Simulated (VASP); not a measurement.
**KTaO3: single point with PBEsol**

Crystal: KTaO3.

```
K Ta O
1.0
     3.96703    0.00000    0.00000
     0.00000    3.96703    0.00000
     0.00000    0.00000    4.12968
K Ta O
1 1 3
Direct
  0.50000 0.50000 0.50000
  0.00000 0.00000 0.00000
  0.50000 0.00000 0.00000
  0.00000 0.50000 0.00000
  0.00000 0.00000 0.50000
```

This cell differs from its parent crystal: volume 12.998 Å^3 an atom, c/a of the conventional cell 1.0410.

```json
{
 "Program": "VASP 6.6.1",
 "Task": "single point",
 "Functional": "PBEsol",
 "Potentials or basis": "VASP PAW PBE potentials, release 64 (K_sv, Ta_pv, O)",
 "Cutoff": "520 eV",
 "k mesh": "8 × 8 × 8",
 "Occupations": "gaussian, width 0.05 eV",
 "Spin": "no spin polarisation",
 "Dipole correction": "no",
 "Further INCAR settings": "ALGO = Normal; EDIFF = 1e-06; NBANDS = 27"
}
```

```json
{
  "Pressure": "-3.8 GPa",
  "Band gap on the k mesh": "1.99 eV, indirect (least direct gap 2.59 eV)"
}
```

Stress tensor (GPa, compression positive):
```
  0.54   0.00   0.00
  0.00   0.54   0.00
  0.00   0.00 -12.51
```

Levels at points of the mesh, in eV from the valence-band top:
| k point | band 16 | band 17 | band 18 | band 19 | band 20 | band 21 | band 22 | band 23 |
| --- | --- | --- | --- | --- | --- | --- | --- | --- |
| (0.00, 0.00, 0.00) | -1.01 | -0.68 | -0.60 | -0.60 | 1.99 | 1.99 | 2.04 | 5.80 |
| (0.50, 0.00, 0.00) | -2.14 | -1.44 | -0.89 | -0.79 | 2.16 | 4.97 | 4.97 | 6.19 |
| (0.50, 0.50, 0.00) | -1.69 | -1.18 | -1.18 | -0.09 | 5.01 | 5.01 | 6.34 | 6.66 |
| (0.00, 0.00, 0.50) | -2.14 | -1.59 | -0.93 | -0.93 | 2.16 | 4.48 | 4.48 | 6.81 |
| (0.50, 0.00, 0.50) | -1.74 | -1.60 | -1.58 | -0.06 | 4.52 | 5.00 | 5.99 | 7.63 |
| (0.50, 0.50, 0.50) | -3.78 | -0.06 | 0.00 | 0.00 | 6.12 | 6.12 | 6.45 | 8.61 |

Wall time 120 s on 1 thread of Intel Xeon 6975P-C, on a shared host, peak memory 0.26 GiB.

Caveat: the PAW data sets were made with another functional, which shifts forces and pressure a little; spin-orbit coupling is left out, which moves the levels of the heavy elements. A k mesh can miss the band edges.
